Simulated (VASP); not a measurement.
# Rh (Pm-3m) in VASP: notebook, part 4 of 4

VASP 6.6.1.

## Step 5: Single point, LDA (13.72 Å³/atom)

This run uses another cell than the first one, of 13.72 Å³/atom.

Input file INCAR:

```
PREC = Accurate ; ENCUT = 500
EDIFF = 1E-6 ; ISMEAR = -1
SIGMA = 0.08 ; LREAL = F
LASPH = T ; NELM = 120
ALGO = Normal ; ISIF = 2
LWAVE = F ; LCHARG = F
GGA = CA ; NBANDS = 14
GGA_COMPAT = F
```

Input file KPOINTS:

```
regular mesh
0
Gamma
  17 17 17
```

Input file POSCAR:

```
Rh
1.0
    2.3942293885      0.0000000000      0.0000000000
    0.0000000000      2.3942293885      0.0000000000
    0.0000000000      0.0000000000      2.3942293885
Rh
1
Direct
    0.0000000000      0.0000000000      0.0000000000
```

Potentials or basis: VASP PAW LDA potentials, release 64 (Rh_pv).

On the command line:

```console
$ cat potpaw_LDA.64/Rh_pv/POTCAR > POTCAR
$ mpirun -np 1 vasp_std > vasp.out
```

OUTCAR:

```text
PREC = Accurate
   ENCUT = 500
   EDIFF = 1E-6
   ISMEAR = -1
   LREAL = F
   LASPH = T
   NELM = 120
   ISIF = 2
   GGA = CA

 ion  position               nearest neighbor table
   1  0.000  0.000  0.000-

  LATTYP: Found a simple cubic cell.
 ALAT       =     2.3942293885

  Lattice vectors:

 A1 = (   2.3942293885,   0.0000000000,   0.0000000000)
 A2 = (   0.0000000000,   2.3942293885,   0.0000000000)
 A3 = (   0.0000000000,   0.0000000000,   2.3942293885)

Analysis of symmetry for initial positions (statically):
=====================================================================
 Subroutine PRICEL returns:
 Original cell was already a primitive cell.

 Routine SETGRP: Setting up the symmetry group for a
 simple cubic supercell.

 Subroutine GETGRP returns: Found 48 space group operations
 (whereof 48 operations were pure point group operations)
 out of a pool of 48 trial point group operations.

The static configuration has the point symmetry O_h .

Analysis of symmetry for dynamics (positions and initial velocities):
=====================================================================
 Subroutine PRICEL returns:
 Original cell was already a primitive cell.

 Routine SETGRP: Setting up the symmetry group for a
 simple cubic supercell.

 Subroutine GETGRP returns: Found 48 space group operations
 (whereof 48 operations were pure point group operations)
 out of a pool of 48 trial point group operations.

The dynamic configuration has the point symmetry O_h .

 Subroutine INISYM returns: Found 48 space group operations
 (whereof 48 operations are pure point group operations),
 and found     1 'primitive' translations

----------------------------------------------------------------------------------------

                                     Primitive cell

  volume of cell :      13.7245

  direct lattice vectors                    reciprocal lattice vectors
     2.394229388  0.000000000  0.000000000     0.417670924  0.000000000  0.000000000
     0.000000000  2.394229388  0.000000000     0.000000000  0.417670924  0.000000000
     0.000000000  0.000000000  2.394229388     0.000000000  0.000000000  0.417670924

  length of vectors
     2.394229388  2.394229388  2.394229388     0.417670924  0.417670924  0.417670924

  position of ions in fractional coordinates (direct lattice)
     0.000000000  0.000000000  0.000000000

  ion indices of the primitive-cell ions
   primitive index   ion index
                 1           1

----------------------------------------------------------------------------------------

 KPOINTS: regular mesh

Automatic generation of k-mesh.
 Grid dimensions read from file:
 generate k-points for:   17   17   17

 Generating k-lattice:

  Cartesian coordinates                     Fractional coordinates (reciprocal lattice)
     0.024568878  0.000000000  0.000000000     0.058823529  0.000000000  0.000000000
     0.000000000  0.024568878  0.000000000     0.000000000  0.058823529  0.000000000
     0.000000000  0.000000000  0.024568878     0.000000000  0.000000000  0.058823529

  Length of vectors
     0.024568878  0.024568878  0.024568878

  Shift w.r.t. Gamma in fractional coordinates (k-lattice)
     0.000000000  0.000000000  0.000000000

 Subroutine IBZKPT returns following result:
 ===========================================

 Found    165 irreducible k-points:

 Following reciprocal coordinates:
            Coordinates               Weight
  0.000000  0.000000  0.000000      1.000000
  0.058824  0.000000  0.000000      6.000000
  0.117647  0.000000  0.000000      6.000000
  0.176471  0.000000  0.000000      6.000000
  0.235294  0.000000  0.000000      6.000000
  0.294118  0.000000  0.000000      6.000000
[... 16 lines left out ...]
  0.411765  0.117647  0.000000     24.000000
  0.470588  0.117647  0.000000     24.000000
 [... further k-points ...]
   k-points           NKPTS =    165   k-points in BZ     NKDIM =    165   number of bands    NBANDS=     14
   number of dos      NEDOS =    301   number of ions     NIONS =      1
   total plane-waves  NPLWV =   5832
   dimension x,y,z NGX =    18 NGY =   18 NGZ =   18
   dimension x,y,z NGXF=    36 NGYF=   36 NGZF=   36
   ions per type =               1
   NGX,Y,Z   is equivalent  to a cutoff of  12.50, 12.50, 12.50 a.u.
   NGXF,Y,Z  is equivalent  to a cutoff of  25.00, 25.00, 25.00 a.u.
 SYSTEM =  unknown system
   PREC   = accura    normal or accurate (medium, high low for compatibility)
   ISTART =      0    job   : 0-new  1-cont  2-samecut
   ICHARG =      2    charge: 1-file 2-atom 10-const
   ISPIN  =      1    spin polarized calculation?
   LNONCOLLINEAR =      F non collinear calculations
   LSORBIT =      F    spin-orbit coupling
   LASPH  =      T    aspherical Exc in radial PAW
   ENCUT  =  500.0 eV  36.75 Ry    6.06 a.u.   4.37  4.37  4.37*2*pi/ulx,y,z
   NELM   =    120;   NELMIN=  2; NELMDL= -5     # of ELM steps
   EDIFF  = 0.1E-05   stopping-criterion for ELM
   LREAL  =      F    real-space projection
   EDIFFG = 0.1E-04   stopping-criterion for IOM
   NSW    =      0    number of steps for IOM
   IBRION =     -1    ionic relax: 0-MD 1-quasi-New 2-CG
   NFREE  =      0    steps in history (QN), initial steepest desc. (CG)
   ISIF   =      2    stress and relaxation
   ISYM   =      2    0-nonsym 1-usesym 2-fastsym
   POTIM  = 0.5000    time-step for ionic-motion
   TEBEG  =    0.0;   TEEND  =   0.0 temperature during run
   PSTRESS=    0.0 pullay stress
   NELECT =      15.0000    total number of electrons
   NUPDOWN=      -1.0000    fix difference up-down
   EMIN   =  10.00;   EMAX   =-10.00  energy-range for DOS
   EFERMI =   0.00;   METHOD = LEGACY
   ISMEAR =    -1;   SIGMA  =   0.08  broadening in eV -4-tet -1-fermi 0-gaus
   EFERMI_NEDOS =   21; number of points for ismear=-14 and -15
   IALGO  =     38    algorithm
   IMIX   =      4    mixing-type and parameters
     AMIX     =   0.40;   BMIX     =  1.00
     AMIX_MAG =   1.60;   BMIX_MAG =  1.00
  volume/ion in A,a.u.               =      13.72        92.62
  Fermi-wavevector in a.u.,A,eV,Ry     =   1.686318  3.186679 38.690461  2.843669
  Thomas-Fermi vector in A             =   2.769004
   LORBIT       =      0    0 simple, 1 ext, 2 COOP (PROOUT), +10 PAW based schemes
   GGA     = CA    functional components
   LHFCALC =     F    Hartree Fock is set to
   AEXX    =    0.0000 exact exchange contribution
   IVDW    =     0    specifies the selected vdW correction
   LEPSILON=     F    determine dielectric tensor
   LRPA    =     F    only Hartree local field effects (RPA)
 non-spin polarized calculation
  energy-cutoff  :      500.00
  volume of cell :       13.72
 maximum number of plane-waves:       365
 NGX is ok and might be reduce to    18
   NGX =  9   NGY =  9   NGZ =  9

 number of electron      14.9999990 magnetization

 Free energy of the ion-electron system (eV)
  ---------------------------------------------------
  ext. energy  EPLUGINS =         0.00000000
  ---------------------------------------------------
  free energy    TOTEN  =        -7.66421026 eV

  energy without entropy =       -7.63605627  energy(sigma->0) =       -7.65013326

 E-fermi :  11.9170     XC(G=0): -14.2012

 val. band max:       11.8899589570   @ k =   0.3529   0.2353   0.0000
 cond. band min:      11.9273010568   @ k =   0.1765   0.0588   0.0000
 fundamental gap:      0.0373420998
 Fermi energy:        11.9170450219

 k-point     1 :       0.0000    0.0000    0.0000
  band No.  band energies     occupation
      1     -34.1361      2.00000
      2     -34.1361      2.00000
      3     -34.1361      2.00000
      4       3.9358      2.00000
      5       5.3978      2.00000
      6       5.3978      2.00000
      7      12.9615      0.00000
      8      12.9615      0.00000
      9      12.9615      0.00000
     10      29.8733      0.00000
     11      29.8733      0.00000
     12      29.8733      0.00000
     13      32.5383      0.00000
     14      38.3776      0.00000
[... 375 lines left out ...]
 k-point    24 :       0.4706    0.1176    0.0000
  band No.  band energies     occupation
      1     -35.3306      2.00000
      2     -34.1872      2.00000
      3     -34.0135      2.00000
      4       6.4271      2.00000
      5       7.2519      2.00000
      6       8.5364      2.00000
      7      10.2298      2.00000
      8      12.8457      0.00002
      9      12.9936      0.00000
     10      19.5655      0.00000
     11      29.9108      0.00000
     12      32.5399      0.00000
     13      33.7264      0.00000
     14      35.2393      0.00000

 [... further k-points ...]

------------------------ aborting loop because EDIFF is reached ----------------------------------------

  FORCE on cell =-STRESS in cart. coord.  units (eV):
  Direction    XX          YY          ZZ          XY          YZ          ZX
  --------------------------------------------------------------------------------------
  -------------------------------------------------------------------------------------
  Total        2.8065170      2.8065170      2.8065170     -0.0000000      0.0000000      0.0000000
  in kB      327.6279807    327.6279807    327.6279807     -0.0000000      0.0000000      0.0000000
  external PRESSURE =     327.6279807 kB  Pullay stress =       0.0000000 kB

 VOLUME and BASIS-vectors are now :
 -----------------------------------------------------------------------------
  energy-cutoff  :      500.00
  volume of cell :       13.72
      direct lattice vectors                 reciprocal lattice vectors
     2.394229388  0.000000000  0.000000000     0.417670924  0.000000000  0.000000000
     0.000000000  2.394229388  0.000000000     0.000000000  0.417670924  0.000000000
     0.000000000  0.000000000  2.394229388     0.000000000  0.000000000  0.417670924

 POSITION                                       TOTAL-FORCE (eV/Angst)
 -----------------------------------------------------------------------------------
      0.00000      0.00000      0.00000         0.000000      0.000000      0.000000
 -----------------------------------------------------------------------------------
    total drift:                                0.000000      0.000000      0.000000

  FREE ENERGIE OF THE ION-ELECTRON SYSTEM (eV)
  ---------------------------------------------------
  free  energy   TOTEN  =        -7.6642102597 eV

  energy  without entropy=       -7.6360562696  energy(sigma->0) =       -7.65013326
```

OSZICAR:

```text
N       E                     dE             d eps       ncg     rms          rms(c)
DAV:   1     0.119071431492E+03    0.11907E+03   -0.86103E+03  4628   0.111E+03
DAV:   2    -0.639856064133E+01   -0.12547E+03   -0.11956E+03  5064   0.336E+02
DAV:   3    -0.795082730040E+01   -0.15523E+01   -0.15492E+01  5598   0.418E+01
DAV:   4    -0.795684132840E+01   -0.60140E-02   -0.60137E-02  5336   0.265E+00
DAV:   5    -0.795689630541E+01   -0.54977E-04   -0.54977E-04  5538   0.225E-01    0.127E+01
DAV:   6    -0.768219197601E+01    0.27470E+00   -0.44073E-01  5070   0.896E+00    0.566E+00
DAV:   7    -0.766720582575E+01    0.14986E-01   -0.15602E-02  5316   0.128E+00    0.236E+00
DAV:   8    -0.766426618439E+01    0.29396E-02   -0.35674E-03  5094   0.827E-01    0.102E-01
DAV:   9    -0.766421024450E+01    0.55940E-04   -0.13226E-04  5340   0.161E-01    0.309E-02
DAV:  10    -0.766421025974E+01   -0.15240E-07   -0.58022E-06  5232   0.282E-02
   1 F= -.76642103E+01 E0= -.76501333E+01  d E =-.281540E-01
```

stdout:

```text
POSCAR found type information on POSCAR Rh
 POSCAR found :  1 types and       1 ions
 scaLAPACK will be used
 LDA part: xc-table for (Slater(with rela. corr.)+CA(PZ))
 , standard interpolation
 POSCAR, INCAR and KPOINTS ok, starting setup
 FFT: planning ... GRIDC
 FFT: planning ... GRID_SOFT
 FFT: planning ... GRID
 WAVECAR not read
 entering main loop
```

Run time: 7.2 s. Hardware: 1 thread of Intel Xeon 6975P-C (Granite Rapids), shared host; peak memory 0.13 GiB.

Results:

| Item | Value |
| --- | --- |
| Free energy | -7.6642 eV |
| Pressure | 32.8 GPa |
| Band gap on the k mesh | zero (an odd number of electrons rules out a gap without spin polarisation) |

Levels at points of the mesh, in eV from the Fermi level:
```csv
k point,band 4,band 5,band 6,band 7,band 8,band 9,band 10,band 11
"(0.00, 0.00, 0.00)",-7.98,-6.52,-6.52,1.04,1.04,1.04,17.96,17.96
```

Caveat: the cell stands under pressure.

## Step 6: Single point, LDA (15.25 Å³/atom)

This run uses another cell than the first one, of 15.25 Å³/atom.

Input file INCAR:

```
SYSTEM = Rh
PREC = Accurate ; ENCUT = 500
EDIFF = 1E-6 ; ISMEAR = -1
SIGMA = 0.08 ; LREAL = .FALSE.
LASPH = .TRUE. ; NELM = 120
ALGO = Normal ; ISIF = 2
LWAVE = .FALSE. ; LCHARG = .FALSE.
NBANDS = 14 ; GGA_COMPAT = .FALSE.
```

Input file KPOINTS:

```
regular mesh
0
G
  17 17 17
  0 0 0
```

Input file POSCAR:

```
Rh
1.0
    2.4798091275      0.0000000000      0.0000000000
    0.0000000000      2.4798091275      0.0000000000
    0.0000000000      0.0000000000      2.4798091275
Rh
1
Direct
    0.0000000000      0.0000000000      0.0000000000
```

Potentials or basis: VASP PAW LDA potentials, release 64 (Rh_pv).

On the command line:

```console
$ cat potpaw_LDA.64/Rh_pv/POTCAR > POTCAR
$ mpirun -np 1 vasp_std > vasp.out
```

OUTCAR:

```text
SYSTEM = Rh
   PREC = Accurate
   ENCUT = 500
   EDIFF = 1E-6
   ISMEAR = -1
   LREAL = .FALSE.
   LASPH = .TRUE.
   NELM = 120
   ISIF = 2

 ion  position               nearest neighbor table
   1  0.000  0.000  0.000-

  LATTYP: Found a simple cubic cell.
 ALAT       =     2.4798091275

  Lattice vectors:

 A1 = (   2.4798091275,   0.0000000000,   0.0000000000)
 A2 = (   0.0000000000,   2.4798091275,   0.0000000000)
 A3 = (   0.0000000000,   0.0000000000,   2.4798091275)

[... 586 lines left out ...]

 [... further k-points ...]

------------------------ aborting loop because EDIFF is reached ----------------------------------------

  FORCE on cell =-STRESS in cart. coord.  units (eV):
  Direction    XX          YY          ZZ          XY          YZ          ZX
  --------------------------------------------------------------------------------------
  -------------------------------------------------------------------------------------
  Total        0.0776139      0.0776139      0.0776139      0.0000000      0.0000000     -0.0000000
  in kB        8.1544667      8.1544667      8.1544667      0.0000000      0.0000000     -0.0000000
  external PRESSURE =       8.1544667 kB  Pullay stress =       0.0000000 kB

 VOLUME and BASIS-vectors are now :
 -----------------------------------------------------------------------------
  energy-cutoff  :      500.00
  volume of cell :       15.25
      direct lattice vectors                 reciprocal lattice vectors
     2.479809127  0.000000000  0.000000000     0.403256843  0.000000000  0.000000000
     0.000000000  2.479809127  0.000000000     0.000000000  0.403256843  0.000000000
     0.000000000  0.000000000  2.479809127     0.000000000  0.000000000  0.403256843

 POSITION                                       TOTAL-FORCE (eV/Angst)
 -----------------------------------------------------------------------------------
      0.00000      0.00000      0.00000         0.000000      0.000000      0.000000
 -----------------------------------------------------------------------------------
    total drift:                               -0.000000      0.000000      0.000000

  FREE ENERGIE OF THE ION-ELECTRON SYSTEM (eV)
  ---------------------------------------------------
  free  energy   TOTEN  =        -7.8098279166 eV

  energy  without entropy=       -7.7771541839  energy(sigma->0) =       -7.79349105
```

OSZICAR:

```text
N       E                     dE             d eps       ncg     rms          rms(c)
DAV:   1     0.121379380265E+03    0.12138E+03   -0.85340E+03  4654   0.109E+03
DAV:   2    -0.647050775616E+01   -0.12785E+03   -0.12137E+03  4908   0.334E+02
DAV:   3    -0.812573289728E+01   -0.16552E+01   -0.16516E+01  5790   0.424E+01
DAV:   4    -0.813315241748E+01   -0.74195E-02   -0.74183E-02  5332   0.289E+00
DAV:   5    -0.813323081037E+01   -0.78393E-04   -0.78387E-04  5732   0.267E-01    0.946E+00
DAV:   6    -0.782045939399E+01    0.31277E+00   -0.56306E-01  5256   0.100E+01    0.378E+00
DAV:   7    -0.781257857865E+01    0.78808E-02   -0.20924E-02  5322   0.106E+00    0.189E+00
DAV:   8    -0.780987725123E+01    0.27013E-02   -0.25376E-03  5268   0.678E-01    0.767E-02
DAV:   9    -0.780982784503E+01    0.49406E-04   -0.11692E-04  5634   0.146E-01    0.196E-02
DAV:  10    -0.780982791658E+01   -0.71545E-07   -0.32196E-06  5268   0.187E-02
   1 F= -.78098279E+01 E0= -.77934911E+01  d E =-.326737E-01
```

stdout:

```text
POSCAR found type information on POSCAR Rh
 POSCAR found :  1 types and       1 ions
 scaLAPACK will be used
 LDA part: xc-table for (Slater(with rela. corr.)+CA(PZ))
 , standard interpolation
 POSCAR, INCAR and KPOINTS ok, starting setup
 FFT: planning ... GRIDC
 FFT: planning ... GRID_SOFT
 FFT: planning ... GRID
 WAVECAR not read
 entering main loop
```

It took 7.6 s on 1 thread of Intel Xeon 6975P-C (Granite Rapids), shared host; peak memory 0.13 GiB.

Results:

| Item | Value |
| --- | --- |
| Free energy | -7.8098 eV |
| Pressure | 0.8 GPa |
| Band gap on the k mesh | zero (an odd number of electrons rules out a gap without spin polarisation) |

## Step 7: Overview

```csv
cell,gap on the mesh (eV),pressure (GPa)
"a = 2.302 Å, 1 atom",none,90.9
"a = 2.394 Å, 1 atom",none,32.8
"a = 2.480 Å, 1 atom",none,0.8
```

Alike in all rows: task single point; level LDA; potentials or basis VASP PAW LDA potentials, release 64 (Rh_pv); no spin polarisation; k mesh 17 × 17 × 17; cutoff (eV) 500; smearing fermi-dirac 0.08 eV.

Caveats: the cell stands under pressure (at least some runs).

Total energies depend on the potentials used, so only differences within one code and one set of settings carry meaning.
